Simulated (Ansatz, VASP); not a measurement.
**Two plane-wave programs on Sr**

Contents of INCAR:

```
PREC     = Accurate       # precision mode
ENCUT    = 520            # plane-wave cutoff, eV
EDIFF    = 1E-6           # SCF threshold, eV
ISMEAR   = 0              # smearing method
SIGMA    = 0.05           # smearing width, eV
LREAL    = F              # projectors in reciprocal space
LASPH    = T              # aspherical terms in the spheres
NELM     = 60             # most SCF steps
ALGO     = Normal         # electronic algorithm
ISIF     = 2              # what is computed and relaxed
LWAVE    = F              # write WAVECAR
LCHARG   = F              # write CHGCAR
GGA      = PS             # functional
NBANDS   = 11             # bands
```

KPOINTS

```
regular mesh
0
Gamma
  6 6 8
```

POSCAR

```
Sr
1.0
   11.3676920863      0.0000000000      0.0000000000
   -5.6838460432      9.8447101291      0.0000000000
    0.0000000000      0.0000000000      4.7066715283
Sr
1
Direct
    0.0000000000      0.0000000000      0.0000000000
```

Input for Ansatz:

```yaml
crystal:
  lattice:
    - [11.3676920863, 0.0, 0.0]
    - [-5.6838460432, 9.8447101291, 0.0]
    - [0.0, 0.0, 4.7066715283]
  atoms:
    - { symbol: Sr, position: [0.0, 0.0, 0.0] }
basis:
  ecutwfc: 420
kpoints:
  mp_grid: { grid: [6, 6, 8] }
hamiltonian:
  xc: pbesol
scf:
  occupations: { method: gaussian, width: 0.05 }
output:
  forces: true
  stress: true
  eigenvalues: true
  write_density: true
  write_potential: true
  elf: true
  volumetric_format: npy
```

Alike in both runs: task single point; functional PBEsol; k mesh 6 × 6 × 8; occupations gaussian, width 0.05 eV; no spin polarisation.

```csv
,VASP,Ansatz
version,VASP 6.6.1,Ansatz 0.2.0
potentials or method,"VASP PAW PBE potentials, release 64 (Sr_sv), cutoff 520 eV","scalar-relativistic, plane waves, PAW"
valence electrons in the cell,10,10
```

|  | VASP | Ansatz | Ansatz less VASP |
| --- | --- | --- | --- |
| gap on the k mesh at the Fermi level (eV) | 0.46 | 0.45 | -0.008 |
| least direct gap on the mesh (eV) | 0.47 | 0.46 | -0.008 |
| pressure (GPa) | 0.0 | 0.0 | 0.00 |
| traceless stress, the component that is largest in VASP (GPa) | -0.09 | -0.09 | -0.002 |

VASP's potentials were made for PBE, not for PBEsol. With one functional, cell and mesh, what is left measures potentials, basis and numerics. Ansatz's warnings: xc potential rough in thin density.
